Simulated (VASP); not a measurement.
Write the native input for VASP 6.6.1 that does the following.

```yaml
Task: relaxation of cell and atoms
Functional: PBEsol
Potentials_or_basis: VASP PAW PBE potentials, release 64 (Mg)
Cutoff: 600 eV
k_mesh: 19 × 19 × 19
Occupations: fermi-dirac, width 0.1 eV
Spin: no spin polarisation
Target_pressure: 100 GPa
Dipole_correction: no
Further_INCAR_settings: ALGO = Normal; EDIFF = 1e-06; IBRION = 2; EDIFFG = -0.005; NSW = 60; ISIF = 3
```

The structure of Mg lies in POSCAR:

```
Mg
1.0
   -1.4069763412      1.4069763412      1.4069763412
    1.4069763412     -1.4069763412      1.4069763412
    1.4069763412      1.4069763412     -1.4069763412
Mg
1
Direct
    0.0000000000      0.0000000000      0.0000000000
```

This isn't the form of Mg at room conditions, which is hcp.

These files were run (other wordings do the same):

INCAR

```
SYSTEM = Mg
  PREC = Accurate
  ENCUT = 600
  EDIFF = 1E-6
  ISMEAR = -1
  SIGMA = 0.1
  LREAL = .False.
  LASPH = .True.
  NELM = 100
  ALGO = Normal
  ISIF = 3
  LWAVE = .False.
  LCHARG = .False.
  GGA = PS
  IBRION = 2
  NSW = 60
  EDIFFG = -0.005
  PSTRESS = 1000.0
```

KPOINTS

```
regular mesh
0
Gamma
  19 19 19
  0 0 0
```

Potentials or basis: VASP PAW PBE potentials, release 64 (Mg).

Run with:

```bash
$ cat potpaw_PBE.64/Mg/POTCAR > POTCAR
$ mpirun -np 1 vasp_std > vasp.out
```

It gave:

```
Relaxed volume                                             : 11.22 Å³/atom
Relaxed cell                                               : a = 2.443 Å, b = 2.443 Å, c = 2.443 Å, α = 109.47°, β = 109.47°, γ = 109.47°
Space group after relaxing (to 0.1 Å)                      : Im-3m (No. 229)
Energy change on relaxing (the run minimises the enthalpy) : -53.0 meV/atom
Ionic steps                                                : 3
Pressure after relaxing                                    : 100.0 GPa
Band gap on the k mesh                                     : zero (bands 1 and 2 overlap by 4.19 eV)
```

Caveat: the cell is relaxed towards a set pressure, so the run minimises the enthalpy, not the energy; the PAW data sets were made with another functional, which shifts forces and pressure a little.

It took 20 s on 1 thread of Intel(R) Xeon(R) Platinum 8488C (Sapphire Rapids), with other jobs on the host, peak memory 0.14 GiB.
